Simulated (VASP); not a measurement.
The system is CdS.

```
Cd S
1.0
     0.00000    2.93921    2.93921
     2.93921    0.00000    2.93921
     2.93921    2.93921    0.00000
Cd S
1 1
Direct
  0.00000 0.00000 0.00000
  0.25000 0.25000 0.25000
```

Base run:

```yaml
Program: VASP 6.6.1
Functional: PBE
Potentials_or_basis: VASP PAW PBE potentials, release 64 (Cd, S)
Cutoff: 500 eV
k_mesh: 5 × 5 × 5
Occupations: gaussian, width 0.01 eV
Spin: no spin polarisation
```

Its results: band gap on the k mesh 1.09 eV; pressure 1.7 GPa.

After a change of settings the same cell gave: band gap on the k mesh 0.94 eV; pressure 4.9 GPa. Which change was it?
A. k mesh from 5 × 5 × 5 to 6 × 6 × 6; further incar settings from ALGO = Normal; EDIFF = 1e-06; NBANDS = 16 to ALGO = Normal; EDIFF = 1e-06; NBANDS = 16; ISYM = 0
B. k mesh from 5 × 5 × 5 to 6 × 6 × 6; dispersion from none to D4
C. k mesh from 5 × 5 × 5 to 4 × 4 × 4
D. k mesh from 5 × 5 × 5 to 2 × 2 × 2

D.

Caveats: some runs use coarse meshes.
